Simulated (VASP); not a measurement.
# SrGaSi (P-6m2) in VASP: a series of runs

Runs on SrGaSi. Level: LDA. Tasks: single point.

Everything below comes from runs of VASP 6.6.1. Logs are shortened: lines on timing, memory, paths and dates and some standing lists are left out, and cuts for length are marked.

## 1. The cell of the first run

The structure is hexagonal, space group P-6m2 (No. 187). The conventional cell has a = 4.180 Å, b = 4.180 Å, c = 4.736 Å, α = 90.00°, β = 90.00°, γ = 120.00°. Sr (site symmetry -6m2) has 6 Si at 3.38 Å and 6 Ga at 3.38 Å and 6 Sr at 4.18 Å within 4.4 Å. Ga (site symmetry -6m2) has 3 Si at 2.41 Å within 3.2 Å. Si (site symmetry -6m2) has 3 Ga at 2.41 Å within 3.2 Å.

## 2. Single point, LDA

INCAR

```
PREC = Accurate
ENCUT = 500
EDIFF = 1E-6
ISMEAR = -1
SIGMA = 0.1
LREAL = False
LASPH = True
NELM = 120
ALGO = Normal
ISIF = 2
LWAVE = False
LCHARG = False
NBANDS = 20
GGA_COMPAT = False
```

KPOINTS

```
regular mesh
0
Gamma
  9 9 7
```

POSCAR

```
SrGaSi
1.0
    4.1795770000      0.0000000000      0.0000000000
   -2.0897885000      3.6196198591      0.0000000000
    0.0000000000      0.0000000000      4.7358170000
Sr Ga Si
1 1 1
Direct
    0.0000000000      0.0000000000      0.0000000000
    0.3333333333      0.6666666667      0.5000000000
    0.6666666667      0.3333333333      0.5000000000
```

Potentials or basis: VASP PAW LDA potentials, release 64 (Sr_sv, Ga_d, Si).

Launch:

```bash
$ cat potpaw_LDA.64/Sr_sv/POTCAR potpaw_LDA.64/Ga_d/POTCAR potpaw_LDA.64/Si/POTCAR > POTCAR
$ mpirun -np 1 vasp_std > vasp.out
```

OUTCAR:

```text
PREC = Accurate
   ENCUT = 500
   EDIFF = 1E-6
   ISMEAR = -1
   LREAL = False
   LASPH = True
   NELM = 120
   ISIF = 2

 ion  position               nearest neighbor table
   1  0.000  0.000  0.000-   2 3.38   3 3.38   2 3.38   3 3.38   3 3.38   3 3.38   2 3.38   2 3.38
                             3 3.38   3 3.38   2 3.38   2 3.38
   2  0.333  0.667  0.500-   3 2.41   3 2.41   3 2.41   1 3.38   1 3.38   1 3.38   1 3.38   1 3.38
                             1 3.38
   3  0.667  0.333  0.500-   2 2.41   2 2.41   2 2.41   1 3.38   1 3.38   1 3.38   1 3.38   1 3.38
                             1 3.38

  LATTYP: Found a hexagonal cell.
 ALAT       =     4.1795770000
 C/A-ratio  =     1.1330852381

  Lattice vectors:

 A1 = (   4.1795770000,   0.0000000000,   0.0000000000)
 A2 = (  -2.0897885000,   3.6196198591,   0.0000000000)
 A3 = (   0.0000000000,   0.0000000000,   4.7358170000)

Analysis of symmetry for initial positions (statically):
=====================================================================
 Subroutine PRICEL returns:
 Original cell was already a primitive cell.

 Routine SETGRP: Setting up the symmetry group for a
 hexagonal supercell.

 Subroutine GETGRP returns: Found 12 space group operations
 (whereof 12 operations were pure point group operations)
 out of a pool of 24 trial point group operations.

The static configuration has the point symmetry D_3h.

Analysis of symmetry for dynamics (positions and initial velocities):
=====================================================================
 Subroutine PRICEL returns:
 Original cell was already a primitive cell.

 Routine SETGRP: Setting up the symmetry group for a
 hexagonal supercell.

 Subroutine GETGRP returns: Found 12 space group operations
 (whereof 12 operations were pure point group operations)
 out of a pool of 24 trial point group operations.

The dynamic configuration has the point symmetry D_3h.

 Subroutine INISYM returns: Found 12 space group operations
 (whereof 12 operations are pure point group operations),
 and found     1 'primitive' translations

----------------------------------------------------------------------------------------

                                     Primitive cell

  volume of cell :      71.6457

  direct lattice vectors                    reciprocal lattice vectors
     4.179577000  0.000000000  0.000000000     0.239258662  0.138136053  0.000000000
    -2.089788500  3.619619859  0.000000000     0.000000000  0.276272106  0.000000000
     0.000000000  0.000000000  4.735817000     0.000000000  0.000000000  0.211156808

  length of vectors
     4.179577000  4.179577000  4.735817000     0.276272106  0.276272106  0.211156808

  position of ions in fractional coordinates (direct lattice)
     0.000000000  0.000000000  0.000000000
     0.333333333  0.666666667  0.500000000
     0.666666667  0.333333333  0.500000000

  ion indices of the primitive-cell ions
   primitive index   ion index
                 1           1
                 2           2
                 3           3

----------------------------------------------------------------------------------------

 KPOINTS: regular mesh

Automatic generation of k-mesh.
 Grid dimensions read from file:
 generate k-points for:    9    9    7

 Generating k-lattice:

  Cartesian coordinates                     Fractional coordinates (reciprocal lattice)
     0.026584296  0.015348450  0.000000000     0.111111111 -0.000000000  0.000000000
     0.000000000  0.030696901  0.000000000     0.000000000  0.111111111  0.000000000
     0.000000000  0.000000000  0.030165258     0.000000000  0.000000000  0.142857143

  Length of vectors
     0.030696901  0.030696901  0.030165258

  Shift w.r.t. Gamma in fractional coordinates (k-lattice)
     0.000000000  0.000000000  0.000000000

 Subroutine IBZKPT returns following result:
 ===========================================

 Found     48 irreducible k-points:

 Following reciprocal coordinates:
            Coordinates               Weight
  0.000000  0.000000  0.000000      1.000000
  0.111111 -0.000000  0.000000      6.000000
  0.222222  0.000000  0.000000      6.000000
  0.333333 -0.000000  0.000000      6.000000
  0.444444  0.000000  0.000000      6.000000
  0.111111  0.111111  0.000000      6.000000
[... 16 lines left out ...]
  0.333333  0.222222  0.142857     24.000000
  0.333333  0.333333  0.142857      4.000000
 [... further k-points ...]
   k-points           NKPTS =     48   k-points in BZ     NKDIM =     48   number of bands    NBANDS=     20
   number of dos      NEDOS =    301   number of ions     NIONS =      3
   total plane-waves  NPLWV =  32400
   dimension x,y,z NGX =    30 NGY =   30 NGZ =   36
   dimension x,y,z NGXF=    60 NGYF=   60 NGZF=   72
   ions per type =               1   1   1
   NGX,Y,Z   is equivalent  to a cutoff of  11.93, 11.93, 12.64 a.u.
   NGXF,Y,Z  is equivalent  to a cutoff of  23.87, 23.87, 25.27 a.u.
 SYSTEM =  unknown system
   PREC   = accura    normal or accurate (medium, high low for compatibility)
   ISTART =      0    job   : 0-new  1-cont  2-samecut
   ICHARG =      2    charge: 1-file 2-atom 10-const
   ISPIN  =      1    spin polarized calculation?
   LNONCOLLINEAR =      F non collinear calculations
   LSORBIT =      F    spin-orbit coupling
   LASPH  =      T    aspherical Exc in radial PAW
   ENCUT  =  500.0 eV  36.75 Ry    6.06 a.u.   7.62  7.62  8.63*2*pi/ulx,y,z
   NELM   =    120;   NELMIN=  2; NELMDL= -5     # of ELM steps
   EDIFF  = 0.1E-05   stopping-criterion for ELM
   LREAL  =      F    real-space projection
   EDIFFG = 0.1E-04   stopping-criterion for IOM
   NSW    =      0    number of steps for IOM
   IBRION =     -1    ionic relax: 0-MD 1-quasi-New 2-CG
   NFREE  =      0    steps in history (QN), initial steepest desc. (CG)
   ISIF   =      2    stress and relaxation
   ISYM   =      2    0-nonsym 1-usesym 2-fastsym
   POTIM  = 0.5000    time-step for ionic-motion
   TEBEG  =    0.0;   TEEND  =   0.0 temperature during run
   PSTRESS=    0.0 pullay stress
   NELECT =      27.0000    total number of electrons
   NUPDOWN=      -1.0000    fix difference up-down
   EMIN   =  10.00;   EMAX   =-10.00  energy-range for DOS
   EFERMI =   0.00;   METHOD = LEGACY
   ISMEAR =    -1;   SIGMA  =   0.10  broadening in eV -4-tet -1-fermi 0-gaus
   EFERMI_NEDOS =   21; number of points for ismear=-14 and -15
   IALGO  =     38    algorithm
   IMIX   =      4    mixing-type and parameters
     AMIX     =   0.40;   BMIX     =  1.00
     AMIX_MAG =   1.60;   BMIX_MAG =  1.00
  volume/ion in A,a.u.               =      23.88       161.16
  Fermi-wavevector in a.u.,A,eV,Ry     =   1.182495  2.234592 19.024954  1.398295
  Thomas-Fermi vector in A             =   2.318748
   LORBIT       =      0    0 simple, 1 ext, 2 COOP (PROOUT), +10 PAW based schemes
   GGA     = CA    functional components
   LHFCALC =     F    Hartree Fock is set to
   AEXX    =    0.0000 exact exchange contribution
   IVDW    =     0    specifies the selected vdW correction
   LEPSILON=     F    determine dielectric tensor
   LRPA    =     F    only Hartree local field effects (RPA)
 non-spin polarized calculation
  energy-cutoff  :      500.00
  volume of cell :       71.65
 maximum number of plane-waves:      1853
   NGX = 15   NGY = 15   NGZ = 17

 number of electron      27.0000006 magnetization

 Free energy of the ion-electron system (eV)
  ---------------------------------------------------
  ext. energy  EPLUGINS =         0.00000000
  ---------------------------------------------------
  free energy    TOTEN  =       -13.06873225 eV

  energy without entropy =      -13.03252849  energy(sigma->0) =      -13.05063037

 E-fermi :   4.5818     XC(G=0):  -9.9270

 val. band max:        4.4782543234   @ k =   0.2222   0.2222   0.2857
 cond. band min:       4.6438712136   @ k =   0.0000   0.0000   0.0000
 fundamental gap:      0.1656168902
 Fermi energy:         4.5817701182

 k-point     1 :       0.0000    0.0000    0.0000
  band No.  band energies     occupation
      1     -30.6747      2.00000
      2     -12.8966      2.00000
      3     -12.7162      2.00000
      4     -12.7162      2.00000
      5     -10.6345      2.00000
      6     -10.6345      2.00000
[... 12 lines left out ...]
     19       8.8247      0.00000
     20       8.8752      0.00000

 k-point     2 :       0.1111   -0.0000    0.0000
  band No.  band energies     occupation
      1     -30.6730      2.00000
      2     -12.8925      2.00000
      3     -12.7462      2.00000
      4     -12.7223      2.00000
      5     -10.6382      2.00000
      6     -10.6316      2.00000
[... 12 lines left out ...]
     19       8.6554      0.00000
     20       8.7972      0.00000

 k-point     3 :       0.2222    0.0000    0.0000
  band No.  band energies     occupation
      1     -30.6687      2.00000
      2     -12.8822      2.00000
      3     -12.8202      2.00000
      4     -12.7376      2.00000
      5     -10.6455      2.00000
      6     -10.6241      2.00000
[... 12 lines left out ...]
     19       8.3037      0.00000
     20       8.4818      0.00000

 k-point     4 :       0.3333   -0.0000    0.0000
  band No.  band energies     occupation
      1     -30.6638      2.00000
      2     -12.9016      2.00000
      3     -12.8704      2.00000
      4     -12.7550      2.00000
      5     -10.6527      2.00000
      6     -10.6155      2.00000
[... 429 lines left out ...]
 k-point    23 :       0.3333    0.2222    0.1429
  band No.  band energies     occupation
      1     -30.6589      2.00000
      2     -12.9177      2.00000
      3     -12.8701      2.00000
      4     -12.8263      2.00000
      5     -10.6485      2.00000
      6     -10.6146      2.00000
[... 12 lines left out ...]
     19       9.6541      0.00000
     20      10.2914      0.00000

 k-point    24 :       0.3333    0.3333    0.1429
  band No.  band energies     occupation
      1     -30.6580      2.00000
      2     -12.8814      2.00000
      3     -12.8796      2.00000
      4     -12.8676      2.00000
      5     -10.6459      2.00000
      6     -10.6153      2.00000
[... 12 lines left out ...]
     19       9.6567      0.00000
     20      10.0117      0.00000

 [... further k-points ...]

------------------------ aborting loop because EDIFF is reached ----------------------------------------

  FORCE on cell =-STRESS in cart. coord.  units (eV):
  Direction    XX          YY          ZZ          XY          YZ          ZX
  --------------------------------------------------------------------------------------
  -------------------------------------------------------------------------------------
  Total       -1.3839898     -1.3839898     -1.4505648      0.0000000     -0.0000000      0.0000000
  in kB      -30.9494729    -30.9494729    -32.4382565      0.0000000     -0.0000000      0.0000000
  external PRESSURE =     -31.4457341 kB  Pullay stress =       0.0000000 kB

 VOLUME and BASIS-vectors are now :
 -----------------------------------------------------------------------------
  energy-cutoff  :      500.00
  volume of cell :       71.65
      direct lattice vectors                 reciprocal lattice vectors
     4.179577000  0.000000000  0.000000000     0.239258662  0.138136053  0.000000000
    -2.089788500  3.619619859  0.000000000     0.000000000  0.276272106  0.000000000
     0.000000000  0.000000000  4.735817000     0.000000000  0.000000000  0.211156808

 POSITION                                       TOTAL-FORCE (eV/Angst)
 -----------------------------------------------------------------------------------
      0.00000      0.00000      0.00000        -0.000000      0.000000      0.000000
     -0.00000      2.41308      2.36791        -0.000000     -0.000000      0.000000
      2.08979      1.20654      2.36791         0.000000      0.000000      0.000000
 -----------------------------------------------------------------------------------
    total drift:                                0.000002     -0.000001     -0.000000

  FREE ENERGIE OF THE ION-ELECTRON SYSTEM (eV)
  ---------------------------------------------------
  free  energy   TOTEN  =       -13.0687322481 eV

  energy  without entropy=      -13.0325284868  energy(sigma->0) =      -13.05063037
```

It took 42 s on 1 thread of Intel Xeon Platinum 8259CL at 2.50GHz (Skylake/Cascade Lake), shared host; peak memory 0.21 GiB.

Results:

| Quantity | Value |
| --- | --- |
| Free energy | -13.0687 eV |
| Pressure | -3.1 GPa |
| Band gap on the k mesh | zero (an odd number of electrons rules out a gap without spin polarisation) |

Caveat: the cell stands under tension.

(Part 1 of 2 ends here.)
